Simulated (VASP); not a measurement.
Wanted: the native input for a VASP 6.6.1 run.

```yaml
Task: single point
Functional: PBE
Potentials_or_basis: VASP PAW PBE potentials, release 64 (Tc_pv)
Cutoff: 520 eV
k_mesh: 9 × 9 × 9
Occupations: fermi-dirac, width 0.05 eV
Spin: non-collinear spin, zero start, spin-orbit coupling
Starting_moments: "[[0.0, 0.0, 0.0]] μB"
Hubbard_terms: Tc d U = 8.0 eV
Dipole_correction: no
Further_INCAR_settings: ALGO = Normal; EDIFF = 1e-06; NBANDS = 24
```

The structure of Tc lies in POSCAR:

```
Tc
1.0
    0.0000000000      1.9756608374      1.9756608374
    1.9756608374      0.0000000000      1.9756608374
    1.9756608374      1.9756608374      0.0000000000
Tc
1
Direct
    0.0000000000      0.0000000000      0.0000000000
```

This isn't the form of Tc at room conditions, which is hcp.

These files were run (other wordings do the same):

INCAR

```
  ALGO = Normal
  EDIFF = 1E-6
  ENCUT = 520
  GGA = PE
  GGA_COMPAT = F
  ISIF = 2
  ISMEAR = -1
  LASPH = T
  LCHARG = F
  LDAU = T
  LDAUJ = 0
  LDAUL = 2
  LDAUPRINT = 1
  LDAUTYPE = 2
  LDAUU = 8
  LMAXMIX = 4
  LORBIT = 11
  LORBMOM = T
  LREAL = F
  LSORBIT = T
  LWAVE = F
  MAGMOM = 0 0 0
  NBANDS = 24
  NELM = 150
  PREC = Accurate
  SIGMA = 0.05
```

KPOINTS

```
k-points
0
Gamma
  9 9 9
```

Potentials or basis: VASP PAW PBE potentials, release 64 (Tc_pv).

Run with:

```sh
$ cat potpaw_PBE.64/Tc_pv/POTCAR > POTCAR
$ mpirun -np 1 vasp_ncl > vasp.out
```

Results of the run:

| Quantity | Value |
| --- | --- |
| Pressure | 7.4 GPa |
| Net moment | 0.00 μB per cell |
| Valence electrons inside the program's atomic spheres | Tc 11.97 |

Caveat: the cell stands under pressure; the U is typed as a test and isn't derived for this compound.

Wall time 48 s on 1 thread of AMD EPYC 7R13 Processor (Zen 3) (shared host), peak memory 0.17 GiB.
